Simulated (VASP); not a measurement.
FeO:

```
Fe O
1.0
     0.00000    2.16967    2.16967
     2.16967    0.00000    2.16967
     2.16967    2.16967    0.00000
Fe O
1 1
Direct
  0.00000 0.00000 0.00000
  0.50000 0.50000 0.50000
```

Base run:

| Item | Value |
| --- | --- |
| Program | VASP 6.6.1 |
| Functional | PBE |
| Potentials or basis | VASP PAW PBE potentials, release 64 (Fe, O) |
| Cutoff | 520 eV |
| k mesh | 11 × 11 × 11 |
| Occupations | fermi-dirac, width 0.05 eV |
| Spin | collinear spin, ferromagnetic start |
| Starting moments | [3.0, 0.0] μB |

Its results: band gap on the k mesh zero (filled and empty bands overlap); pressure -3.7 GPa; net moment 4.00 μB per cell; site moments Fe +3.62; O +0.30 μB.

**Question.** The run is repeated on the same cell with these changes: functional from PBE to revPBE. What comes out?

**Answer.** Band gap on the k mesh zero (filled and empty bands overlap); pressure 0.3 GPa; net moment 4.00 μB per cell; site moments Fe +3.63; O +0.30 μB.

revPBE binds less tightly than PBE, so the same cell stands under more pressure.

Caveats: a cell with one magnetic atom can't hold antiferromagnetic order, which such compounds often take; semilocal functionals often make such compounds metallic where correlation or magnetic order opens a gap, which also shifts bond lengths; the cell stands under tension (at least some runs); the PAW data sets were made with another functional, which shifts forces and pressure a little (at least some runs).
